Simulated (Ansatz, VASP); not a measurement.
**One calculation of Ti3Se, two programs**

```
Se Ti
1.0
     3.13217    0.00000    0.00000
    -1.56609    2.71254    0.00000
     0.00000    0.00000    7.78060
Se Ti
1 3
Direct
  0.00000 0.00000 0.00000
  0.66667 0.33333 0.50000
  0.33333 0.66667 0.77290
  0.33333 0.66667 0.22710
```

Change from the starting cell: volume scaled by 0.94.

Alike in both runs: task single point; functional PBEsol; k mesh 10 × 10 × 4; occupations fermi-dirac, width 0.05 eV; no spin polarisation.

```csv
,VASP,Ansatz
version,VASP 6.6.1,Ansatz 0.2.0
potentials or method,"VASP PAW PBE potentials, release 64 (Se, Ti_sv), cutoff 520 eV","all-electron LAPW, scalar-relativistic"
```

Ansatz gave:

| Quantity | Value |
| --- | --- |
| gap on the k mesh at the Fermi level (eV) | none |
| pressure (GPa) | 3.0 |
| traceless stress, the component that is largest in VASP (GPa) | 0.58 |
| rms of the force components (eV/Å) | 0.045 |

Task: What did VASP give for the same quantities?

Result: gap on the k mesh at the Fermi level (eV): none; pressure (GPa): 3.1; traceless stress, the component that is largest in VASP (GPa): 0.58; rms of the force components (eV/Å): 0.059.

VASP's potentials were made for PBE, not for PBEsol. Atom by atom the forces differ by 0.014 eV/Å (rms over components). A gap of «none» marks a metal or a gap that the smearing closes. Ansatz ran all-electron here, and VASP with PAW potentials.
